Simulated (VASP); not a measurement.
Wanted: the native input for a VASP 6.6.1 run.

- Task: single point
- Functional: PBE
- Potentials or basis: VASP PAW PBE potentials, release 64 (W_sv, Se, Zn)
- Cutoff: 520 eV
- k mesh: 9 × 9 × 2
- Occupations: fermi-dirac, width 0.05 eV
- Spin: no spin polarisation
- Dipole correction: no
- Further INCAR settings: ALGO = Normal; EDIFF = 1e-06; NBANDS = 41

The structure of ZnW2Se4 lies in POSCAR:

```
ZnW2Se4
1.0
    3.2664776402      0.0000000000      0.0000000000
   -1.6332388201      2.8288526173      0.0000000000
    0.0000000000      0.0000000000     17.7152995800
W Se Zn
2 4 1
Direct
    0.3333333333      0.6666666667      0.2404290000
    0.0000000000      0.0000000000      0.7742570000
    0.0000000000      0.0000000000      0.3346640000
    0.3333333333      0.6666666667      0.6800160000
    0.3333333333      0.6666666667      0.8682090000
    0.0000000000      0.0000000000      0.1462720000
    0.0000000000      0.0000000000      0.5131540000
```

These files were run (other wordings do the same):

INCAR

```
PREC     = Accurate       # precision mode
ENCUT    = 520            # plane-wave cutoff, eV
EDIFF    = 1E-6           # SCF threshold, eV
ISMEAR   = -1             # smearing method
SIGMA    = 0.05           # smearing width, eV
LREAL    = F              # projectors in reciprocal space
LASPH    = T              # aspherical terms in the spheres
NELM     = 100            # most SCF steps
ALGO     = Normal         # electronic algorithm
ISIF     = 2              # what is computed and relaxed
LWAVE    = F              # write WAVECAR
LCHARG   = F              # write CHGCAR
GGA      = PE             # functional
NBANDS   = 41             # bands
```

KPOINTS

```
regular mesh
0
Gamma
  9 9 2
```

Potentials or basis: VASP PAW PBE potentials, release 64 (W_sv, Se, Zn).

Command:

```bash
$ cat potpaw_PBE.64/W_sv/POTCAR potpaw_PBE.64/Se/POTCAR potpaw_PBE.64/Zn/POTCAR > POTCAR
$ mpirun -np 1 vasp_std > vasp.out
```

It gave:

```yaml
Pressure: 4.1 GPa
Largest_force: 0.657 eV/Å
Band_gap_on_the_k_mesh: 0.21 eV (least direct gap 0.30 eV)
```

Caveat: the cell stands under pressure; spin-orbit coupling is left out, which moves the levels of the heavy elements.

Wall time 2.4 min on 1 thread of Intel(R) Xeon(R) Platinum 8488C (Sapphire Rapids), with other jobs on the host, peak memory 0.36 GiB.
